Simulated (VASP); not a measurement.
# Cl (Fm-3m) in VASP: single point with PBEsol

Aim: the single point of Cl with PBEsol.

Program: VASP 6.6.1. These are calculated values, not measurements. Logs are shortened: lines on timing, memory, paths and dates and some standing lists are left out, and cuts for length are marked.

### Step 1. The cell of the first run

It takes space group Fm-3m (No. 225, cubic). Conventional cell: a = 4.258 Å, b = 4.258 Å, c = 4.258 Å, α = 90.00°, β = 90.00°, γ = 90.00°. Cl (site symmetry m-3m) has 12 Cl at 3.01 Å within 4.0 Å.

### Step 2. Single point, PBEsol

Input file INCAR:

```
PREC = Accurate
ENCUT = 520
EDIFF = 1E-6
ISMEAR = -1
SIGMA = 0.13605693000000002
LREAL = False
LASPH = True
NELM = 80
ALGO = Normal
ISIF = 2
LWAVE = False
LCHARG = False
GGA = PS
NBANDS = 10
```

Input file KPOINTS:

```
Automatic mesh
0
Gamma
  13 13 13
```

Input file POSCAR:

```
Cl
1.0
    0.0000000000      2.1290005377      2.1290005377
    2.1290005377      0.0000000000      2.1290005377
    2.1290005377      2.1290005377      0.0000000000
Cl
1
Direct
    0.0000000000      0.0000000000      0.0000000000
```

Potentials or basis: VASP PAW PBE potentials, release 64 (Cl).

Command:

```bash
> cat potpaw_PBE.64/Cl/POTCAR > POTCAR
> mpirun -np 1 vasp_std > vasp.out
```

OUTCAR:

```text
PREC = Accurate
   ENCUT = 520
   EDIFF = 1E-6
   ISMEAR = -1
   LREAL = False
   LASPH = True
   NELM = 80
   ISIF = 2
   GGA = PS

 ion  position               nearest neighbor table
   1  0.000  0.000  0.000-

  LATTYP: Found a face centered cubic cell.
 ALAT       =     4.2580010754

  Lattice vectors:

 A1 = (   0.0000000000,   2.1290005377,   2.1290005377)
 A2 = (   2.1290005377,   0.0000000000,   2.1290005377)
 A3 = (   2.1290005377,   2.1290005377,   0.0000000000)

Analysis of symmetry for initial positions (statically):
=====================================================================
 Subroutine PRICEL returns:
 Original cell was already a primitive cell.

 Routine SETGRP: Setting up the symmetry group for a
 face centered cubic supercell.

 Subroutine GETGRP returns: Found 48 space group operations
 (whereof 48 operations were pure point group operations)
 out of a pool of 48 trial point group operations.

The static configuration has the point symmetry O_h .

Analysis of symmetry for dynamics (positions and initial velocities):
=====================================================================
 Subroutine PRICEL returns:
 Original cell was already a primitive cell.

 Routine SETGRP: Setting up the symmetry group for a
 face centered cubic supercell.

 Subroutine GETGRP returns: Found 48 space group operations
 (whereof 48 operations were pure point group operations)
 out of a pool of 48 trial point group operations.

The dynamic configuration has the point symmetry O_h .

 Subroutine INISYM returns: Found 48 space group operations
 (whereof 48 operations are pure point group operations),
 and found     1 'primitive' translations

----------------------------------------------------------------------------------------

                                     Primitive cell

  volume of cell :      19.3000

  direct lattice vectors                    reciprocal lattice vectors
     0.000000000  2.129000538  2.129000538    -0.234851984  0.234851984  0.234851984
     2.129000538  0.000000000  2.129000538     0.234851984 -0.234851984  0.234851984
     2.129000538  2.129000538  0.000000000     0.234851984  0.234851984 -0.234851984

  length of vectors
     3.010861435  3.010861435  3.010861435     0.406775568  0.406775568  0.406775568

  position of ions in fractional coordinates (direct lattice)
     0.000000000  0.000000000  0.000000000

[... 77 lines left out ...]
   EDIFFG = 0.1E-04   stopping-criterion for IOM
   NSW    =      0    number of steps for IOM
   IBRION =     -1    ionic relax: 0-MD 1-quasi-New 2-CG
   NFREE  =      0    steps in history (QN), initial steepest desc. (CG)
   ISIF   =      2    stress and relaxation
   ISYM   =      2    0-nonsym 1-usesym 2-fastsym
   POTIM  = 0.5000    time-step for ionic-motion
   TEBEG  =    0.0;   TEEND  =   0.0 temperature during run
   PSTRESS=    0.0 pullay stress
   NELECT =       7.0000    total number of electrons
   NUPDOWN=      -1.0000    fix difference up-down
   EMIN   =  10.00;   EMAX   =-10.00  energy-range for DOS
   EFERMI =   0.00;   METHOD = LEGACY
   ISMEAR =    -1;   SIGMA  =   0.14  broadening in eV -4-tet -1-fermi 0-gaus
   EFERMI_NEDOS =   21; number of points for ismear=-14 and -15
   IALGO  =     38    algorithm
   IMIX   =      4    mixing-type and parameters
     AMIX     =   0.40;   BMIX     =  1.00
     AMIX_MAG =   1.60;   BMIX_MAG =  1.00
  volume/ion in A,a.u.               =      19.30       130.24
  Fermi-wavevector in a.u.,A,eV,Ry     =   1.167495  2.206246 18.545351  1.363045
  Thomas-Fermi vector in A             =   2.303994
   LORBIT       =      0    0 simple, 1 ext, 2 COOP (PROOUT), +10 PAW based schemes
   GGA     = PS    functional components
   LHFCALC =     F    Hartree Fock is set to
   AEXX    =    0.0000 exact exchange contribution
   IVDW    =     0    specifies the selected vdW correction
   LEPSILON=     F    determine dielectric tensor
   LRPA    =     F    only Hartree local field effects (RPA)
 non-spin polarized calculation
  energy-cutoff  :      520.00
  volume of cell :       19.30
 maximum number of plane-waves:       533
   NGX = 11   NGY = 11   NGZ = 11

 number of electron       6.9999998 magnetization

 Free energy of the ion-electron system (eV)
  ---------------------------------------------------
  ext. energy  EPLUGINS =         0.00000000
  ---------------------------------------------------
  free energy    TOTEN  =        -1.25013517 eV

  energy without entropy =       -1.15799976  energy(sigma->0) =       -1.20406746

 E-fermi :   2.8101     XC(G=0): -10.2607

 val. band max:        2.7843179534   @ k =   0.3077   0.1538   0.0000
 cond. band min:       2.8175435967   @ k =   0.4615   0.0769   0.0000
 fundamental gap:      0.0332256433
 Fermi energy:         2.8101071449

 k-point     1 :       0.0000    0.0000    0.0000
  band No.  band energies     occupation
      1     -13.1596      2.00000
      2       3.7688      0.00174
      3       3.7688      0.00174
      4       3.7688      0.00174
      5      13.1515      0.00000
      6      16.7749      0.00000
      7      16.7749      0.00000
      8      16.7749      0.00000
      9      21.0998      0.00000
     10      21.0998      0.00000
[... 287 lines left out ...]
 k-point    24 :       0.4615    0.1538    0.0000
  band No.  band energies     occupation
      1     -11.1291      2.00000
      2      -1.7017      2.00000
      3       2.1227      1.98729
      4       2.6701      1.47354
      5      13.3655      0.00000
      6      15.0740      0.00000
      7      17.5695      0.00000
      8      18.5495      0.00000
      9      23.8373      0.00000
     10      24.6922      0.00000

 [... further k-points ...]

------------------------ aborting loop because EDIFF is reached ----------------------------------------

  FORCE on cell =-STRESS in cart. coord.  units (eV):
  Direction    XX          YY          ZZ          XY          YZ          ZX
  --------------------------------------------------------------------------------------
  -------------------------------------------------------------------------------------
  Total       -0.0168764     -0.0168764     -0.0168764      0.0000000      0.0000000      0.0000000
  in kB       -1.4009815     -1.4009815     -1.4009815      0.0000000      0.0000000      0.0000000
  external PRESSURE =      -1.4009815 kB  Pullay stress =       0.0000000 kB

 VOLUME and BASIS-vectors are now :
 -----------------------------------------------------------------------------
  energy-cutoff  :      520.00
  volume of cell :       19.30
      direct lattice vectors                 reciprocal lattice vectors
     0.000000000  2.129000538  2.129000538    -0.234851984  0.234851984  0.234851984
     2.129000538  0.000000000  2.129000538     0.234851984 -0.234851984  0.234851984
     2.129000538  2.129000538  0.000000000     0.234851984  0.234851984 -0.234851984

 POSITION                                       TOTAL-FORCE (eV/Angst)
 -----------------------------------------------------------------------------------
      0.00000      0.00000      0.00000         0.000000      0.000000      0.000000
 -----------------------------------------------------------------------------------
    total drift:                                0.000000     -0.000000     -0.000000

  FREE ENERGIE OF THE ION-ELECTRON SYSTEM (eV)
  ---------------------------------------------------
  free  energy   TOTEN  =        -1.2501351655 eV

  energy  without entropy=       -1.1579997615  energy(sigma->0) =       -1.20406746
```

Run time: 17 s. Hardware: 1 thread of AMD EPYC 7R43 (Zen 3), shared host; peak memory 0.09 GiB.

Results:

```yaml
Free_energy: -1.2501 eV
Pressure: -0.1 GPa
```

Levels at points of the mesh, in eV from the Fermi level:
```tsv
k point	band 1	band 2	band 3	band 4	band 5	band 6	band 7	band 8	band 9
(0.00, 0.00, 0.00)	-15.97	0.96	0.96	0.96	10.34	13.96	13.96	13.96	18.29
```

Caveat: the PAW data sets were made with another functional, which shifts forces and pressure a little; an odd number of electrons without spin polarisation forces a metal; a magnetic or distorted state may lie lower.
